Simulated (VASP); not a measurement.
**Si5PdW2: relaxation of cell and atoms with PBE**

Si5PdW2:

```
CELL_PARAMETERS angstrom
0.00000 4.26444 4.26444
4.26444 0.00000 4.26444
4.26444 4.26444 0.00000
ATOMIC_POSITIONS crystal
Si 0.61157 0.61157 0.61157
Si 0.61157 0.61157 0.16528
Si 0.61157 0.16528 0.61157
Si 0.16528 0.61157 0.61157
Si 0.50000 0.50000 0.50000
Pd 0.00000 0.00000 0.00000
W 0.25000 0.25000 0.25000
W 0.75000 0.75000 0.75000
```

The cell was generated, and may not be a known phase.

```json
{
  "Program": "VASP 6.6.1",
  "Task": "relaxation of cell and atoms",
  "Functional": "PBE",
  "Potentials or basis": "VASP PAW PBE potentials, release 64 (Si, Pd, W_sv)",
  "Cutoff": "500 eV",
  "k mesh": "3 × 3 × 3",
  "Occupations": "gaussian, width 0.2 eV",
  "Spin": "no spin polarisation",
  "Dipole correction": "no",
  "Further INCAR settings": "ALGO = Normal; EDIFF = 1e-07; IBRION = 2; EDIFFG = -0.08; NSW = 36; ISIF = 3"
}
```

```json
{
  "Relaxed volume": "34.40 Å³/atom",
  "Relaxed cell": "a = 7.301 Å, b = 7.301 Å, c = 7.301 Å, α = 60.00°, β = 60.00°, γ = 60.00°",
  "Space group after relaxing (to 0.1 Å)": "F-43m (No. 216)",
  "Pressure after relaxing": "0.1 GPa",
  "Largest force after relaxing": "0.036 eV/Å",
  "Band gap on the k mesh": "zero (bands 29 and 30 overlap by 0.18 eV)"
}
```

Forces on the atoms (eV/Å):
```
Si   0.021  0.021  0.021
Si  -0.021 -0.021  0.021
Si  -0.021  0.021 -0.021
Si   0.021 -0.021 -0.021
Si   0.000  0.000  0.000
Pd   0.000  0.000  0.000
W    0.000  0.000  0.000
W    0.000  0.000  0.000
```

Final structure:
```
CELL_PARAMETERS angstrom
0.00000 5.16283 5.16283
5.16283 0.00000 5.16283
5.16283 5.16283 0.00000
ATOMIC_POSITIONS crystal
Si 0.62423 0.62423 0.62423
Si 0.62423 0.62423 0.12732
Si 0.62423 0.12732 0.62423
Si 0.12732 0.62423 0.62423
Si 0.50000 0.50000 0.50000
Pd 0.00000 0.00000 0.00000
W 0.25000 0.25000 0.25000
W 0.75000 0.75000 0.75000
```

Levels at points of the mesh, in eV from the Fermi level:
| k point | band 25 | band 26 | band 27 | band 28 | band 29 | band 30 | band 31 | band 32 | band 33 | band 34 |
| --- | --- | --- | --- | --- | --- | --- | --- | --- | --- | --- |
| (0.00, 0.00, 0.00) | -0.51 | -0.51 | -0.51 | 0.13 | 0.13 | 0.13 | 0.16 | 0.16 | 1.66 | 1.83 |

Run time: 8.3 min on 1 thread of Intel(R) Xeon(R) 6975P-C (Granite Rapids), on a shared host, peak memory 0.34 GiB.

Caveat: the k points lie up to 0.35 Å⁻¹ apart in the final cell; the volume moved by over 15 % at a fixed basis, so the end points are rough; spin-orbit coupling is left out, which moves the levels of the heavy elements; the relaxation stopped at a loose force limit of 0.08 eV/Å, so its end isn't a converged minimum.
